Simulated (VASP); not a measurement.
# TaN: single point with PBEsol

Crystal: TaN.

```xyz
2
Lattice="3.0064 0.0000 0.0000 -1.5032 2.6036 0.0000 0.0000 0.0000 2.7155" Properties=species:S:1:pos:R:3 pbc="T T T"
Ta    0.0000    1.7357    1.3578
N     0.0000    0.0000    0.0000
```

This cell differs from its parent crystal: ratio of the length along z to the lengths across it x 0.92, volume and fractional coordinates fixed.

| Property | Result |
| --- | --- |
| Program | VASP 6.6.1 |
| Task | single point |
| Functional | PBEsol |
| Potentials or basis | VASP PAW PBE potentials, release 64 (Ta_pv, N) |
| Cutoff | 520 eV |
| k mesh | 24 × 24 × 24 |
| Occupations | gaussian, width 0.15 eV |
| Spin | no spin polarisation |
| Dipole correction | no |
| Further INCAR settings | ALGO = Normal; EDIFF = 1e-06; NBANDS = 15 |

```json
{
 "Pressure": "5.0 GPa",
 "Band gap on the k mesh": "zero (band 8 reaches 8.55 eV, above the bottom of band 9 at 8.20 eV)"
}
```

Stress tensor (GPa, compression positive):
```
-14.12   0.00   0.00
  0.00 -14.12   0.00
  0.00   0.00  43.13
```

Levels at points of the mesh, in eV from the Fermi level:
| k point | band 4 | band 5 | band 6 | band 7 | band 8 | band 9 | band 10 | band 11 | band 12 | band 13 |
| --- | --- | --- | --- | --- | --- | --- | --- | --- | --- | --- |
| (0.00, 0.00, 0.00) | -17.94 | -5.28 | -5.28 | -4.23 | -2.35 | 1.70 | 4.11 | 4.11 | 4.31 | 4.31 |
| (0.50, 0.00, 0.00) | -15.74 | -8.49 | -4.45 | -3.62 | -3.61 | 3.26 | 3.49 | 4.78 | 5.77 | 8.09 |
| (0.00, 0.00, 0.50) | -14.89 | -9.42 | -4.45 | -4.45 | -0.03 | -0.03 | 2.72 | 2.72 | 3.53 | 7.97 |
| (0.50, 0.00, 0.50) | -15.87 | -7.51 | -6.32 | -6.14 | -0.05 | 4.07 | 4.96 | 6.56 | 6.89 | 10.98 |

Wall time 2.6 min on 1 thread of Intel(R) Xeon(R) Platinum 8259CL CPU @ 2.50GHz (Skylake/Cascade Lake), with other jobs on the host, peak memory 0.35 GiB.

Caveat: the PAW data sets were made with another functional, which shifts forces and pressure a little; spin-orbit coupling is left out, which moves the levels of the heavy elements.
